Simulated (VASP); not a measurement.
Write the native input for VASP 6.6.1 that does the following.

| Property | Result |
| --- | --- |
| Task | single point |
| Functional | PBE |
| Potentials or basis | VASP PAW PBE potentials, release 64 (Ti_sv, Si) |
| Cutoff | 520 eV |
| k mesh | 10 × 10 × 10 |
| Occupations | gaussian, width 0.1 eV |
| Spin | no spin polarisation |
| Dipole correction | no |
| Further INCAR settings | ALGO = Normal; EDIFF = 1e-06; NBANDS = 29 |

The structure of TiSi2 lies in POSCAR:

```
TiSi2
1.0
   -0.0179670154      4.1042739232      4.2795976060
    2.3977972372     -0.0104446089      4.2795976060
    2.3798302219      4.0938293143      0.0000000000
Ti Si
2 4
Direct
    0.7495108235      0.7495108235      0.7504891765
    0.5004891765      0.5004891765      0.4995108235
    0.0870989917      0.4130244836      0.0865569260
    0.4130244836      0.0870989917      0.4133195986
    0.1629010083      0.8369755164      0.1634430740
    0.8369755164      0.1629010083      0.8366804014
```

This cell differs from its parent crystal: strain along c alone, the other axes held: -1.0 %, then relaxed in part.

One way to write it, as run:

INCAR

```
  PREC = Accurate
  ENCUT = 520
  EDIFF = 1E-6
  ISMEAR = 0
  SIGMA = 0.1
  LREAL = False
  LASPH = True
  NELM = 60
  ALGO = Normal
  ISIF = 2
  LWAVE = False
  LCHARG = True
  GGA = PE
  LELF = True
  LVHAR = True
  NBANDS = 29
```

KPOINTS

```
regular mesh
0
Gamma
  10 10 10
```

Potentials or basis: VASP PAW PBE potentials, release 64 (Ti_sv, Si).

Launch:

```console
$ cat potpaw_PBE.64/Ti_sv/POTCAR potpaw_PBE.64/Si/POTCAR > POTCAR
$ mpirun -np 1 vasp_std > vasp.out
```

Results of the run:

```
Pressure               : 1.3 GPa
Largest force          : 0.006 eV/Å
Band gap on the k mesh : zero (bands 20 and 21 overlap by 1.85 eV)
```

Caveat: the cell differs from its parent crystal (strain along c alone, the other axes held: -1.0 %, then relaxed in part).

It took 8.9 min on 1 thread of AMD EPYC 9R45 96-Core Processor (Zen 5), with other jobs on the host, peak memory 0.61 GiB.
